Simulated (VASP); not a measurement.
# Re: single point with PBE

Crystal: Re.

```xyz
1
Lattice="0.0000 1.9037 2.0042 1.9037 0.0000 2.0042 1.9037 1.9037 0.0000" Properties=species:S:1:pos:R:3 pbc="T T T"
Re    0.0000    0.0000    0.0000
```

This cell differs from its parent crystal: volume 14.526 Å^3 an atom, c/a of the conventional cell 1.0528.

```json
{
  "Program": "VASP 6.6.1",
  "Task": "single point",
  "Functional": "PBE",
  "Potentials or basis": "VASP PAW PBE potentials, release 64 (Re)",
  "Cutoff": "520 eV",
  "k mesh": "10 × 10 × 10",
  "Occupations": "gaussian, width 0.15 eV",
  "Spin": "no spin polarisation"
}
```

- Pressure: 12.4 GPa

Stress tensor (GPa, compression positive):
```
17.98  0.00  0.00
 0.00 17.98  0.00
 0.00  0.00  1.22
```

Levels at points of the mesh, in eV from the Fermi level:
```csv
k point,band 1,band 2,band 3,band 4,band 5,band 6,band 7
"(0.00, 0.00, 0.00)",-10.26,-2.48,-1.71,-1.71,0.69,1.79,13.93
"(0.50, 0.00, 0.00)",-7.01,-2.59,-1.79,0.21,3.65,4.08,10.17
"(0.50, 0.50, 0.00)",-7.02,-6.04,2.11,3.90,4.59,4.59,12.37
"(0.50, 0.00, 0.50)",-6.98,-6.11,3.21,3.73,4.20,5.08,11.68
```

It took 13 s on 1 thread of AMD EPYC 9R45 96-Core Processor (Zen 5), with other jobs on the host, peak memory 0.11 GiB.

Caveat: spin-orbit coupling is left out, which moves the levels of the heavy elements.
